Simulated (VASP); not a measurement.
A run of VASP 6.6.1:

INCAR

```
PREC = Accurate ; ENCUT = 600
EDIFF = 1E-6 ; ISMEAR = -1
SIGMA = 0.1 ; LREAL = F
LASPH = T ; NELM = 60
ALGO = Normal ; ISIF = 3
LWAVE = F ; LCHARG = F
GGA = RP ; IBRION = 2
NSW = 80 ; EDIFFG = -0.01
```

File KPOINTS:

```
regular mesh
0
Gamma
  11 11 11
```

POSCAR

```
Cu
1.0
    0.0000000000      2.5168736955      2.5168736955
    2.5168736955      0.0000000000      2.5168736955
    2.5168736955      2.5168736955      0.0000000000
Cu
2
Direct
    0.1250000000      0.1250000000      0.1250000000
    0.8750000000      0.8750000000      0.8750000000
```

Potentials or basis: VASP PAW PBE potentials, release 64 (Cu).

The run is started by

```bash
$ cat potpaw_PBE.64/Cu/POTCAR > POTCAR
$ mpirun -np 1 vasp_std > vasp.out
```

Hardware: 1 thread of Intel Xeon 6975P-C, with other jobs on the host.

Question: How long does it take, and how much memory?

Answer: Wall time 76 s on 1 thread of Intel Xeon 6975P-C, with other jobs on the host, peak memory 0.17 GiB. Counts: scf iterations 41, k points 56, ion steps 4.
